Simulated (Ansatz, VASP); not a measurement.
# AlCu3 in VASP and in Ansatz

INCAR

```
ALGO = Fast
EDIFF = 1E-7
ENCUT = 520
GGA = PS
ISIF = 2
ISMEAR = 0
LASPH = T
LCHARG = F
LREAL = F
LWAVE = F
NBANDS = 26
NELM = 100
PREC = Accurate
SIGMA = 0.15
```

The input KPOINTS:

```
k-points
0
Gamma
  14 14 14
```

Contents of POSCAR:

```
AlCu3
1.0
    0.0000000000      2.8834704780      2.8834704780
    2.8834704780      0.0000000000      2.8834704780
    2.8834704780      2.8834704780      0.0000000000
Al Cu
1 3
Direct
   -0.0130051618      0.0130051618      0.0130051618
    0.4991829646      0.5008170354      0.5008170354
    0.2531695040      0.2468304960      0.2468304960
    0.7531695040      0.7468304960      0.7468304960
```

Input for Ansatz:

```yaml
crystal:
  lattice:
    - [0.0, 2.883470478, 2.883470478]
    - [2.883470478, 0.0, 2.883470478]
    - [2.883470478, 2.883470478, 0.0]
  atoms:
    - { symbol: Al, position: [-0.0130051618, 0.0130051618, 0.0130051618] }
    - { symbol: Cu, position: [0.4991829646, 0.5008170354, 0.5008170354] }
    - { symbol: Cu, position: [0.253169504, 0.246830496, 0.246830496] }
    - { symbol: Cu, position: [0.753169504, 0.746830496, 0.746830496] }
basis:
  ecutwfc: 420
kpoints:
  mp_grid: { grid: [14, 14, 14] }
hamiltonian:
  xc: pbesol
scf:
  occupations: { method: gaussian, width: 0.15 }
output:
  forces: true
  stress: true
  eigenvalues: true
```

Change from the starting cell: mode 10 (297.4 1/cm) frozen in, largest displacement +0.075 Å.

Alike in both runs: task single point; functional PBEsol; k mesh 14 × 14 × 14; occupations gaussian, width 0.15 eV; no spin polarisation.

|  | VASP | Ansatz |
| --- | --- | --- |
| version | VASP 6.6.1 | Ansatz 0.2.0 |
| potentials or method | VASP PAW PBE potentials, release 64 (Al, Cu), cutoff 520 eV | scalar-relativistic, plane waves, PAW |
| valence electrons in the cell | 36 | 60 |

Ansatz gave:

```
gap on the k mesh at the Fermi level (eV)                     : none
pressure (GPa)                                                : 0.4
traceless stress, the component that is largest in VASP (GPa) : -0.17
rms of the force components (eV/Å)                            : 0.246
```

Task: What did VASP give for the same quantities?

Result: gap on the k mesh at the Fermi level (eV): none; pressure (GPa): 0.9; traceless stress, the component that is largest in VASP (GPa): -0.17; rms of the force components (eV/Å): 0.247.

VASP's potentials were made for PBE, not for PBEsol. Atom by atom the forces differ by 0.001 eV/Å (rms over components). A gap of «none» marks a metal or a gap that the smearing closes. VASP's potentials hold 36 valence electrons a cell and Ansatz's 60, so a difference there can come from the potentials and not from the codes.
